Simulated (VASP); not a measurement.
Set up this calculation in VASP 6.6.1, as the native input.

```
Task                   : single point
Functional             : PBE
Potentials or basis    : VASP PAW PBE potentials, release 64 (Be, S)
Cutoff                 : 600 eV
k mesh                 : 8 × 8 × 8
Occupations            : gaussian, width 0.02 eV
Spin                   : no spin polarisation
Dipole correction      : no
Further INCAR settings : ALGO = Normal; EDIFF = 1e-06; NBANDS = 11
```

The structure of BeS (m.b) lies in POSCAR:

```
BeS
1.0
    0.0000000000      2.4378857518      2.4378857518
    2.4378857518      0.0000000000      2.4378857518
    2.4378857518      2.4378857518      0.0000000000
Be S
1 1
Direct
    0.0000000000      0.0000000000      0.0000000000
    0.2500000000      0.2500000000      0.2500000000
```

One way to write it, as run:

INCAR

```
SYSTEM = BeS
PREC     = Accurate       ! precision mode
ENCUT    = 600            ! plane-wave cutoff, eV
EDIFF    = 1E-6           ! SCF threshold, eV
ISMEAR   = 0              ! smearing method
SIGMA    = 0.02           ! smearing width, eV
LREAL    = .False.        ! projectors in reciprocal space
LASPH    = .True.         ! aspherical terms in the spheres
NELM     = 120            ! most SCF steps
ALGO     = Normal         ! electronic algorithm
ISIF     = 2              ! what is computed and relaxed
LWAVE    = .False.        ! write WAVECAR
LCHARG   = .False.        ! write CHGCAR
GGA      = PE             ! functional
NBANDS   = 11             ! bands
GGA_COMPAT= .False.
```

KPOINTS

```
Automatic mesh
0
Gamma
  8 8 8
  0 0 0
```

Potentials or basis: VASP PAW PBE potentials, release 64 (Be, S).

Launch:

```bash
$ cat potpaw_PBE.64/Be/POTCAR potpaw_PBE.64/S/POTCAR > POTCAR
$ mpirun -np 1 vasp_std > vasp.out
```

It gave:

```yaml
Pressure: 0.1 GPa
Band_gap_on_the_k_mesh: 3.15 eV, indirect (least direct gap 5.68 eV)
```

Run time: 18 s on 1 thread of Intel Xeon 8259CL, with other jobs on the host, peak memory 0.15 GiB.
